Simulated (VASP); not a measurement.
Crystal: LiW.

```xyz
4
Lattice="0.0000 3.1358 3.1358 3.1358 0.0000 3.1358 3.1358 3.1358 0.0000" Properties=species:S:1:pos:R:3 pbc="T T T"
Li    0.0000    0.0000    0.0000
Li    1.5679    1.5679    1.5679
W     3.1358    3.1358    3.1358
W     4.7036    4.7036    4.7036
```

```yaml
Program: VASP 6.6.1
Task: relaxation of cell and atoms
Functional: r2SCAN
Potentials_or_basis: VASP PAW PBE potentials, release 64 (Li_sv, W_sv)
Cutoff: 600 eV
k_mesh: 5 × 5 × 5
Occupations: gaussian, width 0.0753 eV
Spin: no spin polarisation
```

At the start: pressure -4.8 GPa; volume 15.42 Å³/atom.

Problem. Where does the relaxation end?

Solution. Over 3 steps the energy falls by 9.3 meV/atom and the volume is 14.81 Å³/atom (-3.9 %); space group Fd-3m (No. 227, to 0.05 Å).

Step by step:
| step | energy change (eV) | largest force (eV/Å) | pressure (GPa) | volume (Å³) |
| --- | --- | --- | --- | --- |
| 1 | 0.0000 | 0.0000 | -4.77 | 61.67 |
| 2 | -0.0199 | 0.0000 | 3.60 | 57.66 |
| 3 | -0.0372 | 0.0000 | -0.03 | 59.24 |

Final structure:
```
Li W
1.0
     0.00000    3.09410    3.09410
     3.09410    0.00000    3.09410
     3.09410    3.09410    0.00000
Li W
2 2
Direct
  0.00000 0.00000 0.00000
  0.25000 0.25000 0.25000
  0.50000 0.50000 0.50000
  0.75000 0.75000 0.75000
```

Caveat: the cutoff is under 1.25 times the usual one of these potentials, so pressure, stress and relaxed cells hold a basis-set (Pulay) error; the PAW data sets were made with another functional, which shifts forces and pressure a little.
